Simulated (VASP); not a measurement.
# BN (P6_3mc) in VASP: notebook

The runs below take BN through single point, with PBEsol.

Everything below comes from runs of VASP 6.6.1. Logs are shortened: lines on timing, memory, paths and dates and some standing lists are left out, and cuts for length are marked.

## 1. The cell of the first run

It takes space group P6_3mc (No. 186, hexagonal). The conventional cell has a = 2.656 Å, b = 2.656 Å, c = 4.396 Å, α = 90.00°, β = 90.00°, γ = 120.00°. Within 2.2 Å of B (site symmetry 3m) lie 4 N at 1.63 to 1.65 Å. Within 2.2 Å of N (site symmetry 3m) lie 4 B at 1.63 to 1.65 Å.

## 2. Single point, PBEsol (strain +0.040 along x and y, +0.040 along z)

The input, INCAR:

```
SYSTEM = BN
ALGO = Normal
EDIFF = 1E-7
ENCUT = 520
GGA = PS
ISIF = 2
ISMEAR = 0
LASPH = .TRUE.
LCHARG = .FALSE.
LREAL = .FALSE.
LWAVE = .FALSE.
NBANDS = 16
NELM = 60
PREC = Accurate
SIGMA = 0.05
```

The input, KPOINTS:

```
k-points
0
G
  12 12 6
  0 0 0
```

The input, POSCAR:

```
BN
1.0
    2.6560971858      0.0000000000      0.0000000000
   -1.3280485929      2.3002476378      0.0000000000
    0.0000000000      0.0000000000      4.3959292000
B N
2 2
Direct
    0.6666666667      0.3333333333      0.9997240000
    0.3333333333      0.6666666667      0.4997240000
    0.6666666667      0.3333333333      0.6252760000
    0.3333333333      0.6666666667      0.1252760000
```

Potentials or basis: VASP PAW PBE potentials, release 64 (B, N).

Command:

```sh
> cat potpaw_PBE.64/B/POTCAR potpaw_PBE.64/N/POTCAR > POTCAR
> mpirun -np 1 vasp_std > vasp.out
```

OUTCAR:

```text
SYSTEM = BN
   EDIFF = 1E-7
   ENCUT = 520
   GGA = PS
   ISIF = 2
   ISMEAR = 0
   LASPH = .TRUE.
   LREAL = .FALSE.
   NELM = 60
   PREC = Accurate

 ion  position               nearest neighbor table
   1  0.667  0.333  1.000-   4 1.63   4 1.63   4 1.63   3 1.65
   2  0.333  0.667  0.500-   3 1.63   3 1.63   3 1.63   4 1.65
   3  0.667  0.333  0.625-   2 1.63   2 1.63   2 1.63   1 1.65
   4  0.333  0.667  0.125-   1 1.63   1 1.63   1 1.63   2 1.65

  LATTYP: Found a hexagonal cell.
 ALAT       =     2.6560971858
 C/A-ratio  =     1.6550332659

  Lattice vectors:

 A1 = (   2.6560971858,   0.0000000000,   0.0000000000)
 A2 = (  -1.3280485929,   2.3002476378,   0.0000000000)
 A3 = (   0.0000000000,   0.0000000000,   4.3959292000)

Analysis of symmetry for initial positions (statically):
=====================================================================
 Subroutine PRICEL returns:
 Original cell was already a primitive cell.

 Routine SETGRP: Setting up the symmetry group for a
 hexagonal supercell.

 Subroutine GETGRP returns: Found 12 space group operations
 (whereof  6 operations were pure point group operations)
 out of a pool of 24 trial point group operations.

The static configuration has the point symmetry C_3v.
 The point group associated with its full space group is C_6v.

Analysis of symmetry for dynamics (positions and initial velocities):
=====================================================================
 Subroutine PRICEL returns:
 Original cell was already a primitive cell.

 Routine SETGRP: Setting up the symmetry group for a
 hexagonal supercell.

 Subroutine GETGRP returns: Found 12 space group operations
 (whereof  6 operations were pure point group operations)
 out of a pool of 24 trial point group operations.

The dynamic configuration has the point symmetry C_3v.
 The point group associated with its full space group is C_6v.

 Subroutine INISYM returns: Found 12 space group operations
 (whereof  6 operations are pure point group operations),
 and found     1 'primitive' translations

----------------------------------------------------------------------------------------

                                     Primitive cell

[... 92 lines left out ...]
   ENCUT  =  520.0 eV  38.22 Ry    6.18 a.u.   4.94  4.94  8.17*2*pi/ulx,y,z
   NELM   =     60;   NELMIN=  2; NELMDL= -5     # of ELM steps
   EDIFF  = 0.1E-06   stopping-criterion for ELM
   LREAL  =      F    real-space projection
   EDIFFG = 0.1E-05   stopping-criterion for IOM
   NSW    =      0    number of steps for IOM
   IBRION =     -1    ionic relax: 0-MD 1-quasi-New 2-CG
   NFREE  =      0    steps in history (QN), initial steepest desc. (CG)
   ISIF   =      2    stress and relaxation
   ISYM   =      2    0-nonsym 1-usesym 2-fastsym
   POTIM  = 0.5000    time-step for ionic-motion
   TEBEG  =    0.0;   TEEND  =   0.0 temperature during run
   PSTRESS=    0.0 pullay stress
   NELECT =      16.0000    total number of electrons
   NUPDOWN=      -1.0000    fix difference up-down
   EMIN   =  10.00;   EMAX   =-10.00  energy-range for DOS
   EFERMI =   0.00;   METHOD = LEGACY
   ISMEAR =     0;   SIGMA  =   0.05  broadening in eV -4-tet -1-fermi 0-gaus
   EFERMI_NEDOS =   21; number of points for ismear=-14 and -15
   IALGO  =     38    algorithm
   IMIX   =      4    mixing-type and parameters
     AMIX     =   0.40;   BMIX     =  1.00
     AMIX_MAG =   1.60;   BMIX_MAG =  1.00
  volume/ion in A,a.u.               =       6.71        45.31
  Fermi-wavevector in a.u.,A,eV,Ry     =   1.377500  2.603098 25.817156  1.897507
  Thomas-Fermi vector in A             =   2.502648
   LORBIT       =      0    0 simple, 1 ext, 2 COOP (PROOUT), +10 PAW based schemes
   GGA     = PS    functional components
   LHFCALC =     F    Hartree Fock is set to
   AEXX    =    0.0000 exact exchange contribution
   IVDW    =     0    specifies the selected vdW correction
   LEPSILON=     F    determine dielectric tensor
   LRPA    =     F    only Hartree local field effects (RPA)
 non-spin polarized calculation
 Gauss-broadening in eV      SIGMA  =   0.05
  energy-cutoff  :      520.00
  volume of cell :       26.86
 maximum number of plane-waves:       756
 NGX is ok and might be reduce to    20
   NGX =  9   NGY =  9   NGZ = 17

 number of electron      15.9999998 magnetization

 Free energy of the ion-electron system (eV)
  ---------------------------------------------------
  ext. energy  EPLUGINS =         0.00000000
  ---------------------------------------------------
  free energy    TOTEN  =       -36.17186703 eV

  energy without entropy =      -36.17186703  energy(sigma->0) =      -36.17186703

 E-fermi :   6.2486     XC(G=0): -12.3921

 val. band max:        5.9990737044   @ k =   0.0000   0.0000   0.0000
 cond. band min:      11.1170956710   @ k =   0.3333   0.3333   0.0000
 fundamental gap:      5.1180219666
 Fermi energy:         6.2486108049

 k-point     1 :       0.0000    0.0000    0.0000
  band No.  band energies     occupation
      1     -13.0183      2.00000
      2      -9.3977      2.00000
      3      -3.8568      2.00000
      4       4.1276      2.00000
      5       4.1276      2.00000
      6       5.7595      2.00000
[... 433 lines left out ...]
      3      -2.0136      2.00000
      4      -0.6593      2.00000
      5       0.4756      2.00000
      6       2.2095      2.00000
[... 8 lines left out ...]
     15      20.4117      0.00000
     16      20.4138      0.00000

 [... further k-points ...]

------------------------ aborting loop because EDIFF is reached ----------------------------------------

  FORCE on cell =-STRESS in cart. coord.  units (eV):
  Direction    XX          YY          ZZ          XY          YZ          ZX
  --------------------------------------------------------------------------------------
  -------------------------------------------------------------------------------------
  Total       -6.6556336     -6.6556336     -6.8137505      0.0000000      0.0000000      0.0000000
  in kB     -397.0367846   -397.0367846   -406.4691265      0.0000000      0.0000000      0.0000000
  external PRESSURE =    -400.1808986 kB  Pullay stress =       0.0000000 kB

 VOLUME and BASIS-vectors are now :
 -----------------------------------------------------------------------------
  energy-cutoff  :      520.00
  volume of cell :       26.86
      direct lattice vectors                 reciprocal lattice vectors
     2.656097186  0.000000000  0.000000000     0.376492248  0.217367901  0.000000000
    -1.328048593  2.300247638  0.000000000     0.000000000  0.434735801  0.000000000
     0.000000000  0.000000000  4.395929200     0.000000000  0.000000000  0.227483191

 POSITION                                       TOTAL-FORCE (eV/Angst)
 -----------------------------------------------------------------------------------
      1.32805      0.76675      4.39472         0.000000     -0.000000      0.090378
     -0.00000      1.53350      2.19675        -0.000000      0.000000      0.090378
      1.32805      0.76675      2.74867         0.000000     -0.000000     -0.090378
     -0.00000      1.53350      0.55070        -0.000000      0.000000     -0.090378
 -----------------------------------------------------------------------------------
    total drift:                               -0.000000     -0.000000      0.000155

  FREE ENERGIE OF THE ION-ELECTRON SYSTEM (eV)
  ---------------------------------------------------
  free  energy   TOTEN  =       -36.1718670326 eV

  energy  without entropy=      -36.1718670326  energy(sigma->0) =      -36.17186703
```

stdout:

```text
POSCAR found type information on POSCAR B N
 POSCAR found :  2 types and       4 ions
 scaLAPACK will be used
 -----------------------------------------------------------------------------
|                                                                             |
|                                                                             |
|     You enforced a specific xc type in the INCAR file but a different       |
|     I HOPE YOU KNOW WHAT YOU ARE DOING!                                     |
|                                                                             |
 -----------------------------------------------------------------------------

 LDA part: xc-table for (Slater+PW92), standard interpolation
 POSCAR, INCAR and KPOINTS ok, starting setup
 FFT: planning ... GRIDC
 FFT: planning ... GRID_SOFT
 FFT: planning ... GRID
 WAVECAR not read
 entering main loop
```

Wall time 59 s (1 thread of AMD EPYC 7R43 (Zen 3), shared host); peak memory 0.11 GiB.

Results:

```yaml
Free_energy: -36.1719 eV
Pressure: -40.0 GPa
Largest_force: 0.090 eV/Å
Band_gap_on_the_k_mesh: 5.12 eV, indirect (least direct gap 7.52 eV)
```

Forces on the atoms (eV/Å):
```
B    0.000  0.000  0.090
B    0.000  0.000  0.090
N    0.000  0.000 -0.090
N    0.000  0.000 -0.090
```

Caveat: the cell differs from its parent crystal (strain +0.040 along x and y, +0.040 along z); the PAW data sets were made with another functional, which shifts forces and pressure a little. A k mesh can miss the band edges.

## 3. Single point, PBEsol (strain +0.080 along x and y, +0.000 along z)

The input, INCAR:

```
PREC = Accurate
ENCUT = 520
EDIFF = 1E-7
ISMEAR = 0
SIGMA = 0.05
LREAL = F
LASPH = T
NELM = 80
ALGO = Normal
ISIF = 2
LWAVE = F
LCHARG = F
GGA = PS
NBANDS = 16
```

The input, KPOINTS:

```
Automatic mesh
0
Gamma
  12 12 6
```

The input, POSCAR:

```
BN
1.0
    2.7582547698      0.0000000000      0.0000000000
   -1.3791273849      2.3887187008      0.0000000000
    0.0000000000      0.0000000000      4.2268550000
B N
2 2
Direct
    0.6666666667      0.3333333333      0.9997240000
    0.3333333333      0.6666666667      0.4997240000
    0.6666666667      0.3333333333      0.6252760000
    0.3333333333      0.6666666667      0.1252760000
```

Potentials or basis: VASP PAW PBE potentials, release 64 (B, N).

Command:

```sh
> cat potpaw_PBE.64/B/POTCAR potpaw_PBE.64/N/POTCAR > POTCAR
> mpirun -np 1 vasp_std > vasp.out
```

Run time: 69 s. Hardware: 1 thread of AMD EPYC 7R43 (Zen 3), shared host; peak memory 0.12 GiB.

The run converged. Its results:

* Free energy: -35.6887 eV
* Pressure: -45.2 GPa
* Largest force: 0.104 eV/Å
* Band gap on the k mesh: 5.24 eV, indirect (least direct gap 6.27 eV)

Forces in eV/Å, atoms in the order of the input:
```
B    0.000  0.000 -0.104
B    0.000  0.000 -0.104
N    0.000  0.000  0.104
N    0.000  0.000  0.104
```

Stress tensor (GPa, compression positive):
```
-61.69   0.00   0.00
  0.00 -61.69   0.00
  0.00   0.00 -12.30
```

Levels at points of the mesh, in eV from the valence-band top:
| k point | band 6 | band 7 | band 8 | band 9 | band 10 | band 11 |
| --- | --- | --- | --- | --- | --- | --- |
| (0.00, 0.00, 0.00) | -0.22 | 0.00 | 0.00 | 6.27 | 7.01 | 7.01 |
| (0.50, 0.00, 0.00) | -4.65 | -3.93 | -1.52 | 5.24 | 7.57 | 9.14 |
| (0.00, 0.00, 0.50) | -1.31 | -1.31 | -1.31 | 6.87 | 6.87 | 8.56 |
| (0.50, 0.00, 0.50) | -3.36 | -2.79 | -2.79 | 5.80 | 5.80 | 9.39 |

Caveat: the cell differs from its parent crystal (strain +0.080 along x and y, +0.000 along z); the PAW data sets were made with another functional, which shifts forces and pressure a little.

## 4. Single point, PBEsol (strain +0.040 along x and y, +0.080 along z)

The input, INCAR:

```
  ALGO = Normal
  EDIFF = 1E-6
  ENCUT = 520
  GGA = PS
  ISIF = 2
  ISMEAR = 0
  LASPH = T
  LCHARG = F
  LREAL = F
  LWAVE = F
  NBANDS = 16
  NELM = 100
  PREC = Accurate
  SIGMA = 0.05
```

The input, KPOINTS:

```
k-points
0
Gamma
  12 12 6
```

The input, POSCAR:

```
BN
1.0
    2.6560971858      0.0000000000      0.0000000000
   -1.3280485929      2.3002476378      0.0000000000
    0.0000000000      0.0000000000      4.5650034000
B N
2 2
Direct
    0.6666666667      0.3333333333      0.9997240000
    0.3333333333      0.6666666667      0.4997240000
    0.6666666667      0.3333333333      0.6252760000
    0.3333333333      0.6666666667      0.1252760000
```

Command:

```sh
> cat potpaw_PBE.64/B/POTCAR potpaw_PBE.64/N/POTCAR > POTCAR
> mpirun -np 1 vasp_std > vasp.out
```

Run time: 61 s. Hardware: 1 thread of AMD EPYC 7R43 (Zen 3), shared host; peak memory 0.11 GiB.

It converged, with:

| Property | Result |
| --- | --- |
| Free energy | -35.8339 eV |
| Pressure | -47.5 GPa |
| Largest force | 0.394 eV/Å |
| Band gap on the k mesh | 5.04 eV, indirect (least direct gap 6.26 eV) |

Forces on the atoms (eV/Å):
```
B    0.000  0.000  0.394
B    0.000  0.000  0.394
N    0.000  0.000 -0.394
N    0.000  0.000 -0.394
```

Stress tensor (GPa, compression positive):
```
-39.45   0.00   0.00
  0.00 -39.45   0.00
  0.00   0.00 -63.46
```

Levels at points of the mesh, in eV from the valence-band top:
```tsv
k point	band 6	band 7	band 8	band 9	band 10	band 11
(0.00, 0.00, 0.00)	-0.35	0.00	0.00	6.26	7.94	7.94
(0.50, 0.00, 0.00)	-4.07	-3.65	-1.93	6.27	7.05	9.28
(0.00, 0.00, 0.50)	-0.86	-0.86	-0.86	8.38	8.38	9.18
(0.50, 0.00, 0.50)	-3.24	-3.14	-3.14	5.64	5.64	8.70
```

Caveat: the cell differs from its parent crystal (strain +0.040 along x and y, +0.080 along z); the PAW data sets were made with another functional, which shifts forces and pressure a little. A k mesh can miss the band edges.

## 5. Single point, PBEsol (strain +0.080 along x and y, +0.040 along z)

The input, INCAR:

```
SYSTEM = BN
ALGO = Normal
EDIFF = 1E-6
ENCUT = 520
GGA = PS
ISIF = 2
ISMEAR = 0
LASPH = .True.
LCHARG = .False.
LREAL = .False.
LWAVE = .False.
NBANDS = 16
NELM = 80
PREC = Accurate
SIGMA = 0.05
```

The input, KPOINTS:

```
k-points
0
Gamma
  12 12 6
  0 0 0
```

The input, POSCAR:

```
BN
1.0
    2.7582547698      0.0000000000      0.0000000000
   -1.3791273849      2.3887187008      0.0000000000
    0.0000000000      0.0000000000      4.3959292000
B N
2 2
Direct
    0.6666666667      0.3333333333      0.9997240000
    0.3333333333      0.6666666667      0.4997240000
    0.6666666667      0.3333333333      0.6252760000
    0.3333333333      0.6666666667      0.1252760000
```

Command:

```sh
> cat potpaw_PBE.64/B/POTCAR potpaw_PBE.64/N/POTCAR > POTCAR
> mpirun -np 1 vasp_std > vasp.out
```

Run time: 74 s. Hardware: 1 thread of AMD EPYC 7R43 (Zen 3), shared host; peak memory 0.13 GiB.

Results (log left out):

```
Free energy            : -35.5024 eV
Pressure               : -54.0 GPa
Largest force          : 0.096 eV/Å
Band gap on the k mesh : 5.26 eV, indirect (least direct gap 6.54 eV)
```

Forces on the atoms (eV/Å):
```
B    0.000  0.000 -0.096
B    0.000  0.000 -0.096
N    0.000  0.000  0.096
N    0.000  0.000  0.096
```

Stress tensor (GPa, compression positive):
```
-60.87   0.00   0.00
  0.00 -60.87   0.00
  0.00   0.00 -40.29
```

Levels at points of the mesh, in eV from the valence-band top:
```csv
k point,band 4,band 5,band 6,band 7,band 8,band 9,band 10,band 11,band 12,band 13
"(0.00, 0.00, 0.00)",-1.97,-1.97,-0.18,0.00,0.00,6.54,7.18,7.18,7.33,8.54
"(0.50, 0.00, 0.00)",-6.50,-5.94,-4.26,-3.65,-1.61,5.48,7.28,9.20,9.27,11.69
"(0.00, 0.00, 0.50)",-4.74,-1.10,-1.10,-1.10,-1.10,7.03,7.03,8.59,8.59,8.59
"(0.50, 0.00, 0.50)",-8.54,-3.14,-3.14,-2.85,-2.85,5.68,5.68,8.80,8.80,12.21
```

Caveat: the cell differs from its parent crystal (strain +0.080 along x and y, +0.040 along z); the PAW data sets were made with another functional, which shifts forces and pressure a little. A k mesh can miss the band edges.

## 6. Summary

| cell | gap on the mesh (eV) | pressure (GPa) | largest force (eV/Å) |
| --- | --- | --- | --- |
| a = 2.656, b = 2.656, c = 4.396 Å, angles 90.0, 90.0, 120.0°, 4 atoms | 5.12 | -40.0 | 0.09 |
| a = 2.758, b = 2.758, c = 4.227 Å, angles 90.0, 90.0, 120.0°, 4 atoms | 5.24 | -45.2 | 0.10 |
| a = 2.656, b = 2.656, c = 4.565 Å, angles 90.0, 90.0, 120.0°, 4 atoms | 5.04 | -47.5 | 0.39 |
| a = 2.758, b = 2.758, c = 4.396 Å, angles 90.0, 90.0, 120.0°, 4 atoms | 5.26 | -54.0 | 0.10 |

Alike in all rows: task single point; level PBEsol; potentials or basis VASP PAW PBE potentials, release 64 (B, N); no spin polarisation; k mesh 12 × 12 × 6; cutoff (eV) 520; smearing gaussian 0.05 eV.

Caveats: the PAW data sets were made with another functional, which shifts forces and pressure a little.

Absolute energies hang on the potentials; compare differences alone.
